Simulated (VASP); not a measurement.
Crystal: Ta3Cu.

```
Ta Cu
1.0
    -2.00651    2.00651    4.20817
     2.00651   -2.00651    4.20817
     2.00651    2.00651   -4.20817
Ta Cu
3 1
Direct
  0.50000 0.50000 0.00000
  0.25000 0.75000 0.50000
  0.75000 0.25000 0.50000
  0.00000 0.00000 0.00000
```

* Program: VASP 6.6.1
* Task: relaxation of cell and atoms
* Functional: PBEsol
* Potentials or basis: VASP PAW PBE potentials, release 64 (Ta_pv, Cu)
* Cutoff: 600 eV
* k mesh: 9 × 9 × 9
* Occupations: fermi-dirac, width 0.05 eV
* Spin: no spin polarisation

At the start: pressure -5.9 GPa; volume 16.94 Å³/atom.

How do energy, volume and symmetry change on relaxing?

Over 9 steps the energy falls by 10.6 meV/atom and the volume is 16.39 Å³/atom (-3.2 %); space group I4/mmm (No. 139, to 0.1 Å) before and after.

The path:
```csv
step,energy change (eV),largest force (eV/Å),pressure (GPa),volume (Å³)
1,0.0000,0.0000,-5.94,67.77
2,0.1062,0.0000,13.14,61.79
3,-0.0418,0.0000,0.06,65.63
4,-0.0418,0.0000,-0.23,65.67
5,-0.0422,0.0000,-0.20,65.66
6,-0.0424,0.0000,-0.20,65.65
7,-0.0425,0.0000,-0.19,65.64
8,-0.0423,0.0000,0.51,65.43
9,-0.0425,0.0000,0.02,65.58
```

Final structure:
```xyz
4
Lattice="-1.9900 1.9900 4.1396 1.9900 -1.9900 4.1396 1.9900 1.9900 -4.1396" Properties=species:S:1:pos:R:3 pbc="T T T"
Ta    0.0000    0.0000    4.1396
Ta    1.9900    0.0000    2.0698
Ta    0.0000    1.9900    2.0698
Cu    0.0000    0.0000    0.0000
```

Caveat: the PAW data sets were made with another functional, which shifts forces and pressure a little.
